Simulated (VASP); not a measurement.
Wanted: the native input for a VASP 6.6.1 run.

| Quantity | Value |
| --- | --- |
| Task | single point |
| Functional | PBE |
| Potentials or basis | VASP PAW PBE potentials, release 64 (Rb_sv, Si) |
| Cutoff | 520 eV |
| k mesh | 4 × 4 × 4 |
| Occupations | gaussian, width 0.1 eV |
| Spin | no spin polarisation |
| Dipole correction | no |
| Further INCAR settings | ALGO = Normal; EDIFF = 1e-07; NBANDS = 30 |

The structure of RbSi8 lies in POSCAR:

```
RbSi8
1.0
    6.4027890314      0.0000000000      0.0000000000
    0.0000000000      4.6096324516      3.1920809301
    0.0000000000     -4.6096324516      3.1920809301
Rb Si
1 8
Direct
    0.5000000000      0.9524237235      0.9524237235
    0.2403168587      0.4524339932     -0.0475882935
    0.7596831413     -0.0475882935      0.4524339932
    0.2403168587     -0.0475882935      0.4524339932
    0.7596831413      0.4524339932     -0.0475882935
    0.0000000000      0.8199909923      0.0850509916
    0.0000000000      0.0850509916      0.8199909923
    0.5000000000      0.3192489977      0.5854713355
    0.5000000000      0.5854713355      0.3192489977
```

The cell was built from a structure type or drawn by symmetry, and may not be a known phase.

One way to write it, as run:

INCAR

```
  ALGO = Normal
  EDIFF = 1E-7
  ENCUT = 520
  GGA = PE
  ISIF = 2
  ISMEAR = 0
  LASPH = T
  LCHARG = F
  LREAL = F
  LWAVE = F
  NBANDS = 30
  NELM = 100
  PREC = Accurate
  SIGMA = 0.1
```

KPOINTS

```
k-points
0
Gamma
  4 4 4
```

Potentials or basis: VASP PAW PBE potentials, release 64 (Rb_sv, Si).

Run with:

```sh
$ cat potpaw_PBE.64/Rb_sv/POTCAR potpaw_PBE.64/Si/POTCAR > POTCAR
$ mpirun -np 1 vasp_std > vasp.out
```

Results of the run:

| Quantity | Value |
| --- | --- |
| Pressure | 0.1 GPa |
| Largest force | 0.037 eV/Å |
| Band gap on the k mesh | zero (an odd number of electrons rules out a gap without spin polarisation) |

Run time: 3.4 min on 1 thread of Intel Xeon 8259CL (shared host), peak memory 0.32 GiB.
